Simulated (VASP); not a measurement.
Runs of VASP 6.6.1 on ZrO2. The structure is that of space group Fm-3m (No. 225), or close to it. The cells are those of the table. 

| cell | gap on the mesh (eV) | pressure (GPa) |
| --- | --- | --- |
| a = 3.701 Å, angles 60.0°, 3 atoms | 3.61 | -18.1 |
| a = 3.461 Å, angles 60.0°, 3 atoms | 4.22 | 38.4 |
| a = 3.615 Å, angles 60.0°, 3 atoms | 3.83 | (a) |
| a = 3.555 Å, angles 60.0°, 3 atoms | 3.99 | (b) |
| a = 3.524 Å, angles 60.0°, 3 atoms | (c) | 18.5 |

Alike in all rows: task single point; level r2SCAN; potentials or basis VASP PAW PBE potentials, release 64 (Zr_sv, O); no spin polarisation; k mesh 6 × 6 × 6; cutoff (eV) 660; smearing gaussian 0.01 eV.

**Question.** Estimate the missing entries.

**Answer.** (a) -3.3; (b) 10.3; (c) 4.06.

Caveats: the PAW data sets were made with another functional, which shifts forces and pressure a little; the cell stands under pressure (at least some runs); the cell stands under tension (at least some runs).

A k mesh can miss the band edges, and the runs leave out spin-orbit coupling on Zr.
